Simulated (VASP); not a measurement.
Crystal: Al2O3.

```xyz
5
Lattice="2.8641 0.0000 0.0000 -1.4321 2.4804 0.0000 0.0000 0.0000 6.8333" Properties=species:S:1:pos:R:3 pbc="T T T"
Al    0.0000    1.6536    1.3622
Al    1.4321    0.8268    5.4711
O     0.0000    0.0000    0.0000
O     0.0000    1.6536    4.8052
O     1.4321    0.8268    2.0281
```

Base run:

* Program: VASP 6.6.1
* Functional: PBE
* Potentials or basis: VASP PAW PBE potentials, release 64 (Al, O)
* Cutoff: 520 eV
* k mesh: 12 × 12 × 4
* Occupations: gaussian, width 0.01 eV
* Spin: no spin polarisation

Its results: band gap on the k mesh 4.79 eV (least direct gap 4.83 eV); pressure 6.6 GPa; largest force 0.351 eV/Å.

**Question.** The run is repeated on the same cell with these changes: functional from PBE to r2SCAN; k mesh from 12 × 12 × 4 to 9 × 9 × 4. What comes out?

**Answer.** Band gap on the k mesh 5.62 eV (least direct gap 5.67 eV); pressure -0.1 GPa; largest force 0.037 eV/Å.

Several settings changed at once.

Caveats: the cell stands under pressure (at least some runs); the PAW data sets were made with another functional, which shifts forces and pressure a little (at least some runs).

A k mesh can miss the band edges.
